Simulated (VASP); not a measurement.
# Sn (Pmma) in VASP: relaxation of cell and atoms with PBE

Aim: the relaxation of cell and atoms of Sn with PBE.

Program: VASP 6.6.1. These are calculated values, not measurements. Logs are shortened: lines on timing, memory, paths and dates and some standing lists are left out, and cuts for length are marked.

## (1) The cell of the first run

It takes space group Pmma (No. 51, orthorhombic). Conventional cell: a = 4.843 Å, b = 3.375 Å, c = 5.425 Å, α = 90.00°, β = 90.00°, γ = 90.00°. Sn (site symmetry mm2) has 2 Sn at 2.43 Å within 3.2 Å.

## (2) Relaxation of cell and atoms, PBE

INCAR

```
SYSTEM = Sn
PREC = Accurate
ENCUT = 600
EDIFF = 1E-6
ISMEAR = 0
SIGMA = 0.1
LREAL = .False.
LASPH = .True.
NELM = 100
ALGO = Fast
ISIF = 3
LWAVE = .False.
LCHARG = .False.
GGA = PE
IBRION = 2
NSW = 90
EDIFFG = -0.04
```

KPOINTS

```
regular mesh
0
Gamma
  4 6 4
  0 0 0
```

POSCAR

```
Sn
1.0
    4.8427023583      0.0000000000      0.0000000000
    0.0000000000      3.3753216338      0.0000000000
    0.0000000000      0.0000000000      5.4251744534
Sn
2
Direct
    0.2500000000      0.5000000000      0.9778800000
    0.7500000000      0.5000000000      0.0221200000
```

Potentials or basis: VASP PAW PBE potentials, release 64 (Sn_d).

Run with:

```
$ cat potpaw_PBE.64/Sn_d/POTCAR > POTCAR
$ mpirun -np 1 vasp_std > vasp.out
```

OUTCAR:

```text
SYSTEM = Sn
   PREC = Accurate
   ENCUT = 600
   EDIFF = 1E-6
   ISMEAR = 0
   LREAL = .False.
   LASPH = .True.
   NELM = 100
   ISIF = 3
   GGA = PE
   IBRION = 2
   NSW = 90
   EDIFFG = -0.04

 ion  position               nearest neighbor table
   1  0.250  0.500  0.978-   2 2.43   2 2.43
   2  0.750  0.500  0.022-   1 2.43   1 2.43

  LATTYP: Found a simple orthorhombic cell.
 ALAT       =     3.3753216338
 B/A-ratio  =     1.4347380439
 C/A-ratio  =     1.6073059228

  Lattice vectors:

 A1 = (   0.0000000000,  -3.3753216338,   0.0000000000)
 A2 = (   4.8427023583,   0.0000000000,   0.0000000000)
 A3 = (   0.0000000000,   0.0000000000,   5.4251744534)

Analysis of symmetry for initial positions (statically):
=====================================================================
 Subroutine PRICEL returns:
 Original cell was already a primitive cell.

 Routine SETGRP: Setting up the symmetry group for a
 simple orthorhombic supercell.

 Subroutine GETGRP returns: Found  8 space group operations
 (whereof  4 operations were pure point group operations)
 out of a pool of  8 trial point group operations.

The static configuration has the point symmetry C_2h.
 The point group associated with its full space group is D_2h.

Analysis of symmetry for dynamics (positions and initial velocities):
=====================================================================
 Subroutine PRICEL returns:
 Original cell was already a primitive cell.

 Routine SETGRP: Setting up the symmetry group for a
 simple orthorhombic supercell.

 Subroutine GETGRP returns: Found  8 space group operations
 (whereof  4 operations were pure point group operations)
 out of a pool of  8 trial point group operations.

The dynamic configuration has the point symmetry C_2h.
 The point group associated with its full space group is D_2h.

 Subroutine INISYM returns: Found  8 space group operations
 (whereof  4 operations are pure point group operations),
 and found     1 'primitive' translations

----------------------------------------------------------------------------------------

                                     Primitive cell

  volume of cell :      88.6782

  direct lattice vectors                    reciprocal lattice vectors
     4.842702358  0.000000000  0.000000000     0.206496275  0.000000000  0.000000000
     0.000000000  3.375321634  0.000000000     0.000000000  0.296268062  0.000000000
     0.000000000  0.000000000  5.425174453     0.000000000  0.000000000  0.184325870

  length of vectors
     4.842702358  3.375321634  5.425174453     0.206496275  0.296268062  0.184325870

  position of ions in fractional coordinates (direct lattice)
     0.250000000  0.500000000  0.977880000
     0.750000000  0.500000000  0.022120000

  ion indices of the primitive-cell ions
   primitive index   ion index
                 1           1
                 2           2

----------------------------------------------------------------------------------------

 KPOINTS: regular mesh

Automatic generation of k-mesh.
 Grid dimensions read from file:
 generate k-points for:    4    6    4

 Generating k-lattice:

  Cartesian coordinates                     Fractional coordinates (reciprocal lattice)
     0.051624069  0.000000000  0.000000000     0.250000000  0.000000000  0.000000000
     0.000000000  0.049378010  0.000000000     0.000000000  0.166666667  0.000000000
     0.000000000  0.000000000  0.046081467     0.000000000  0.000000000  0.250000000

  Length of vectors
     0.051624069  0.049378010  0.046081467

  Shift w.r.t. Gamma in fractional coordinates (k-lattice)
     0.000000000  0.000000000  0.000000000

 Subroutine IBZKPT returns following result:
 ===========================================

 Found     36 irreducible k-points:

 Following reciprocal coordinates:
            Coordinates               Weight
  0.000000  0.000000  0.000000      1.000000
  0.250000  0.000000  0.000000      2.000000
  0.500000  0.000000  0.000000      1.000000
  0.000000  0.166667  0.000000      2.000000
  0.250000  0.166667  0.000000      4.000000
  0.500000  0.166667  0.000000      2.000000
[... 16 lines left out ...]
  0.250000  0.500000  0.250000      4.000000
  0.500000  0.500000  0.250000      2.000000
 [... further k-points ...]
   k-points           NKPTS =     36   k-points in BZ     NKDIM =     36   number of bands    NBANDS=     18
   number of dos      NEDOS =    301   number of ions     NIONS =      2
   total plane-waves  NPLWV =  53760
   dimension x,y,z NGX =    40 NGY =   28 NGZ =   48
   dimension x,y,z NGXF=    80 NGYF=   56 NGZF=   96
   ions per type =               2
   NGX,Y,Z   is equivalent  to a cutoff of  13.73, 13.79, 14.71 a.u.
   NGXF,Y,Z  is equivalent  to a cutoff of  27.46, 27.58, 29.42 a.u.
 SYSTEM =  Sn
   PREC   = accura    normal or accurate (medium, high low for compatibility)
   ISTART =      0    job   : 0-new  1-cont  2-samecut
   ICHARG =      2    charge: 1-file 2-atom 10-const
   ISPIN  =      1    spin polarized calculation?
   LNONCOLLINEAR =      F non collinear calculations
   LSORBIT =      F    spin-orbit coupling
   LASPH  =      T    aspherical Exc in radial PAW
   ENCUT  =  600.0 eV  44.10 Ry    6.64 a.u.   9.67  6.74 10.84*2*pi/ulx,y,z
   NELM   =    100;   NELMIN=  2; NELMDL= -5     # of ELM steps
   EDIFF  = 0.1E-05   stopping-criterion for ELM
   LREAL  =      F    real-space projection
   EDIFFG = -.4E-01   stopping-criterion for IOM
   NSW    =     90    number of steps for IOM
   IBRION =      2    ionic relax: 0-MD 1-quasi-New 2-CG
   NFREE  =      1    steps in history (QN), initial steepest desc. (CG)
   ISIF   =      3    stress and relaxation
   ISYM   =      2    0-nonsym 1-usesym 2-fastsym
   POTIM  = 0.5000    time-step for ionic-motion
   TEBEG  =    0.0;   TEEND  =   0.0 temperature during run
   PSTRESS=    0.0 pullay stress
   NELECT =      28.0000    total number of electrons
   NUPDOWN=      -1.0000    fix difference up-down
   EMIN   =  10.00;   EMAX   =-10.00  energy-range for DOS
   EFERMI =   0.00;   METHOD = LEGACY
   ISMEAR =     0;   SIGMA  =   0.10  broadening in eV -4-tet -1-fermi 0-gaus
   EFERMI_NEDOS =   21; number of points for ismear=-14 and -15
   IALGO  =     68    algorithm
   IMIX   =      4    mixing-type and parameters
     AMIX     =   0.40;   BMIX     =  1.00
     AMIX_MAG =   1.60;   BMIX_MAG =  1.00
  volume/ion in A,a.u.               =      44.34       299.21
  Fermi-wavevector in a.u.,A,eV,Ry     =   1.114779  2.106626 16.908386  1.242731
  Thomas-Fermi vector in A             =   2.251377
   LORBIT       =      0    0 simple, 1 ext, 2 COOP (PROOUT), +10 PAW based schemes
   GGA     = PE    functional components
   LHFCALC =     F    Hartree Fock is set to
   AEXX    =    0.0000 exact exchange contribution
   IVDW    =     0    specifies the selected vdW correction
   LEPSILON=     F    determine dielectric tensor
   LRPA    =     F    only Hartree local field effects (RPA)
 conjugate gradient relaxation of ions
 non-spin polarized calculation
 RMM-DIIS sequential band-by-band and
 Gauss-broadening in eV      SIGMA  =   0.10
  energy-cutoff  :      600.00
  volume of cell :       88.68
 maximum number of plane-waves:      2978
 NGX is ok and might be reduce to    40
   NGX = 19   NGY = 13   NGZ = 21

--------------------------------------- Ionic step        1  -------------------------------------------

 number of electron      28.0000008 magnetization

 Free energy of the ion-electron system (eV)
  ---------------------------------------------------
  ext. energy  EPLUGINS =         0.00000000
  ---------------------------------------------------
  free energy    TOTEN  =        -4.93065564 eV

  energy without entropy =       -4.92470602  energy(sigma->0) =       -4.92768083

------------------------ aborting loop because EDIFF is reached ----------------------------------------

  FORCE on cell =-STRESS in cart. coord.  units (eV):
  Direction    XX          YY          ZZ          XY          YZ          ZX
  --------------------------------------------------------------------------------------
  -------------------------------------------------------------------------------------
  Total       18.0965611     -2.0288344      0.2177324      0.0000000      0.0000000     -0.0000000
  in kB      326.9565081    -36.6556168      3.9338427      0.0000000      0.0000000     -0.0000000
  external PRESSURE =      98.0782447 kB  Pullay stress =       0.0000000 kB
[... 89 lines left out ...]
  FREE ENERGIE OF THE ION-ELECTRON SYSTEM (eV)
  ---------------------------------------------------
  free  energy   TOTEN  =        -6.4455650328 eV

  energy  without entropy=       -6.4363549791  energy(sigma->0) =       -6.44096001

 E-fermi :   4.2291     XC(G=0):  -8.6028

 val. band max:        4.2157543794   @ k =   0.5000   0.3333   0.2500
 cond. band min:       4.3944936144   @ k =   0.0000   0.0000   0.0000
 fundamental gap:      0.1787392350
 Fermi energy:         4.2290971380

 k-point     1 :       0.0000    0.0000    0.0000
  band No.  band energies     occupation
      1     -17.2245      2.00000
      2     -17.1011      2.00000
      3     -17.0898      2.00000
      4     -17.0374      2.00000
      5     -16.9127      2.00000
      6     -16.9089      2.00000
[... 481 lines left out ...]
      5     -16.9476      2.00000
      6     -16.9476      2.00000
[... 10 lines left out ...]
     17       9.0775      0.00000
     18       9.0775      0.00000

 [... further k-points ...]

 E-fermi :   7.3216     XC(G=0): -10.0181

 val. band max:        7.2856232122   @ k =   0.2500   0.3333   0.0000
 cond. band min:       7.4135708946   @ k =   0.2500   0.3333   0.5000
 fundamental gap:      0.1279476823
 Fermi energy:         7.3215668676

 k-point     1 :       0.0000    0.0000    0.0000
  band No.  band energies     occupation
      1     -14.3958      2.00000
      2     -14.2909      2.00000
      3     -14.2691      2.00000
      4     -14.1000      2.00000
      5     -14.0835      2.00000
      6     -13.9849      2.00000
[... 481 lines left out ...]
      5     -14.0956      2.00000
      6     -14.0956      2.00000
[... 10 lines left out ...]
     17      11.6324      0.00000
     18      11.6324      0.00000

 [... further k-points ...]

[... ionic steps 4 to 45 ...]

--------------------------------------- Ionic step       46  -------------------------------------------

 number of electron      28.0000009 magnetization

------------------------ aborting loop because EDIFF is reached ----------------------------------------
[... 67 lines left out ...]
--------------------------------------- Ionic step       48  -------------------------------------------

 number of electron      28.0000006 magnetization

 Free energy of the ion-electron system (eV)
  ---------------------------------------------------
  ext. energy  EPLUGINS =         0.00000000
  ---------------------------------------------------
  free energy    TOTEN  =        -7.64255236 eV

  energy without entropy =       -7.63955463  energy(sigma->0) =       -7.64105349

 E-fermi :   6.9628     XC(G=0):  -9.7598

 val. band max:        6.8452893371   @ k =   0.2500   0.3333   0.2500
 cond. band min:       7.0395161606   @ k =   0.2500   0.5000   0.5000
 fundamental gap:      0.1942268236
 Fermi energy:         6.9627867724

 k-point     1 :       0.0000    0.0000    0.0000
  band No.  band energies     occupation
      1     -15.0534      2.00000
      2     -15.0201      2.00000
      3     -14.8249      2.00000
      4     -14.6619      2.00000
      5     -14.6488      2.00000
      6     -14.5929      2.00000
[... 481 lines left out ...]
      5     -14.6759      2.00000
      6     -14.6759      2.00000
[... 10 lines left out ...]
     17      10.9387      0.00000
     18      10.9387      0.00000

 [... further k-points ...]
[... 5 lines left out ...]
  --------------------------------------------------------------------------------------
  -------------------------------------------------------------------------------------
  Total       -0.0295231      0.0287006      0.0261662      0.0000000      0.0000000      0.0000000
  in kB       -0.7849137      0.7630468      0.6956660      0.0000000      0.0000000      0.0000000
  external PRESSURE =       0.2245997 kB  Pullay stress =       0.0000000 kB
[... 17 lines left out ...]
  FREE ENERGIE OF THE ION-ELECTRON SYSTEM (eV)
  ---------------------------------------------------
  free  energy   TOTEN  =        -7.6425523584 eV

  energy  without entropy=       -7.6395546282  energy(sigma->0) =       -7.64105349

 reached required accuracy - stopping structural energy minimisation
```

Run time: 33 min. Hardware: 1 thread of Intel Xeon Platinum 8488C (Sapphire Rapids), shared host; peak memory 0.28 GiB.

What came out:

```yaml
Free_energy: -7.6426 eV
Relaxed_volume: 30.13 Å³/atom
Relaxed_cell: a = 6.478 Å, b = 3.237 Å, c = 2.874 Å, α = 90.00°, β = 90.00°, γ = 90.00°
Space_group_after_relaxing_to_0.05_Å: P4/mmm (No. 123)
Energy_gained_by_relaxing: 1355.9 meV/atom
Ionic_steps: 48
Pressure_after_relaxing: 0.0 GPa
Band_gap_on_the_k_mesh: zero (band 14 reaches 10.63 eV, above the bottom of band 15 at 4.30 eV)
```

The path:
```tsv
step	energy change (eV)	largest force (eV/Å)	pressure (GPa)	volume (Å³)
1	0.0000	1.1151	9.81	88.68
3	-1.5149	0.0376	-2.17	105.65
5	-1.5153	0.0514	-1.96	104.99
7	-1.6758	0.0752	-0.53	96.42
9	-1.6808	0.0917	-0.01	94.33
11	-1.6859	0.0841	-0.05	93.26
13	-1.7305	0.0796	-0.39	86.05
15	-2.4816	0.0954	2.74	56.43
17	-2.4811	0.1194	1.76	57.20
19	-2.5335	0.0223	-0.06	59.03
21	-2.5766	0.0357	-0.78	59.75
23	-2.6616	0.0583	2.23	57.71
25	-2.6763	0.0592	1.80	58.38
27	-2.6876	0.0605	0.85	59.32
29	-2.6923	0.0649	-0.08	60.40
31	-2.6923	0.0716	-0.14	60.47
33	-2.6933	0.0740	0.03	60.25
35	-2.6948	0.0756	0.05	60.14
37	-2.6966	0.0704	0.02	59.96
39	-2.7009	0.0596	0.04	59.78
41	-2.7043	0.0372	0.35	59.44
43	-2.7080	0.0254	0.67	59.64
45	-2.7073	0.0368	0.08	60.57
47	-2.7119	0.0056	-0.46	60.31
48	-2.7119	0.0013	0.02	60.26
```

Final structure:
```
Sn
1.0
     6.47754    0.00000    0.00000
     0.00000    3.23685    0.00000
     0.00000    0.00000    2.87420
Sn
2
Direct
  0.25000 0.50000 0.00154
  0.75000 0.50000 0.99846
```

Levels at points of the mesh, in eV from the Fermi level:
```csv
k point,band 10,band 11,band 12,band 13,band 14,band 15,band 16,band 17,band 18
"(0.00, 0.00, 0.00)",-21.49,-10.81,-8.47,-4.64,3.67,3.69,7.22,7.45,7.52
"(0.50, 0.00, 0.00)",-21.50,-9.98,-9.98,-1.24,-1.24,4.48,4.48,8.28,8.32
"(0.00, 0.50, 0.00)",-21.47,-8.47,-6.03,-4.64,-2.66,-2.66,2.37,5.60,9.52
"(0.50, 0.50, 0.00)",-21.52,-7.63,-7.63,-3.86,-3.86,0.87,0.87,5.22,5.22
"(0.00, 0.00, 0.50)",-21.36,-6.78,-4.70,-4.21,-2.87,-1.43,2.86,7.03,7.05
"(0.50, 0.00, 0.50)",-21.42,-5.94,-5.94,-3.95,-3.95,2.25,2.25,5.55,5.55
"(0.00, 0.50, 0.50)",-21.33,-4.21,-2.86,-1.42,-1.29,-1.14,0.46,0.47,2.87
"(0.50, 0.50, 0.50)",-21.35,-3.35,-3.35,-2.14,-2.14,-0.66,-0.66,3.63,3.63
```

Caveat: the volume moved by over 15 % at a fixed basis, so the end points are rough; spin-orbit coupling is left out, which moves the levels of the heavy elements.
